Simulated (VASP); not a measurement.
Here is a VASP 6.6.1 calculation.

File INCAR:

```
PREC = Accurate
ENCUT = 520
EDIFF = 1E-7
ISMEAR = 0
SIGMA = 0.05
LREAL = F
LASPH = T
NELM = 100
ALGO = Normal
ISIF = 2
LWAVE = F
LCHARG = F
GGA = PE
NBANDS = 26
```

The input KPOINTS:

```
Automatic mesh
0
Gamma
  12 12 4
```

The input POSCAR:

```
CdS
1.0
    4.1347992034      0.0000000000      0.0000000000
   -2.0673996017      3.5808411497      0.0000000000
    0.0000000000      0.0000000000      6.7490000000
Cd S
2 2
Direct
    0.3333333333      0.6666666667      0.0000000000
    0.6666666667      0.3333333333      0.5000000000
    0.3612597327      0.7225194654      0.3850000000
    0.6666666667      0.3333333333      0.8850000000
```

Potentials or basis: VASP PAW PBE potentials, release 64 (Cd, S).

Run with:

```sh
$ cat potpaw_PBE.64/Cd/POTCAR potpaw_PBE.64/S/POTCAR > POTCAR
$ mpirun -np 1 vasp_std > vasp.out
```

(1) Predict the largest force.

(2) Predict the pressure.

(3) Estimate the band gap on the k mesh.

Results:

(1) 1.855 eV/Å.

(2) 3.6 GPa.

(3) 1.21 eV.

Caveat: the cell differs from its parent crystal (atom 3 (S) moved by (+0.200, +0.000) A along y and z); the cell stands under pressure; forces of over 1 eV/Å act on the atoms, so gaps and moduli don't describe the material at rest.
